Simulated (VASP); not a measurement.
**NiO: single point with PBE+U**

NiO:

```
Ni O
1.0
     0.00000    2.08590    2.08590
     2.08590    0.00000    2.08590
     2.08590    2.08590    0.00000
Ni O
1 1
Cartesian
  0.0000 0.0000 0.0000
  2.0859 2.0859 2.0859
```

```yaml
Program: VASP 6.6.1
Task: single point
Functional: PBE
Potentials_or_basis: VASP PAW PBE potentials, release 64 (Ni_sv_GW, O)
Cutoff: 700 eV
k_mesh: 11 × 11 × 11
Occupations: fermi-dirac, width 0.05 eV
Spin: collinear spin, ferromagnetic start
Starting_moments: "[1.0, 0.0] μB"
Hubbard_terms: Ni d U = 3.0 eV
Dipole_correction: no
Further_INCAR_settings: ALGO = Normal; EDIFF = 1e-06; NBANDS = 23
```

| Property | Result |
| --- | --- |
| Pressure | 9.9 GPa |
| Band gap on the k mesh | 0.98 eV (least direct gap 1.84 eV) |
| Net moment | 2.00 μB per cell |
| Site moments | Ni +1.71; O +0.24 μB |
| Valence electrons inside the program's atomic spheres | Ni 16.13; O 5.03 |

Levels at points of the mesh, in eV from the valence-band top:
Spin up:
| k point | band 10 | band 11 | band 12 | band 13 | band 14 | band 15 | band 16 | band 17 |
| --- | --- | --- | --- | --- | --- | --- | --- | --- |
| (0.00, 0.00, 0.00) | -3.66 | -2.33 | -2.33 | -2.33 | 1.95 | 18.14 | 18.90 | 18.90 |
Spin down:
```csv
k point,band 8,band 9,band 10,band 11,band 12,band 13,band 14,band 15
"(0.00, 0.00, 0.00)",-2.69,-1.87,-1.87,-1.87,0.98,0.98,2.33,18.07
```

Eigenvalues of the final occupation matrices:
```
    site  spin  trace               eigenvalues
site 1 d     1   4.73  0.93 0.93 0.93 0.97 0.97
site 1 d     2   3.04  0.13 0.13 0.92 0.92 0.92
```

Run time: 98 s on 1 thread of Intel(R) Xeon(R) Platinum 8259CL CPU @ 2.50GHz (Skylake/Cascade Lake), with other jobs on the host, peak memory 0.22 GiB.

Caveat: the cell stands under pressure; an odd mesh through Γ misses points on the zone boundary, where band edges can lie; a cell with one magnetic atom can't hold antiferromagnetic order, which such compounds often take. The state reached can hang on the start; a lower one may exist.
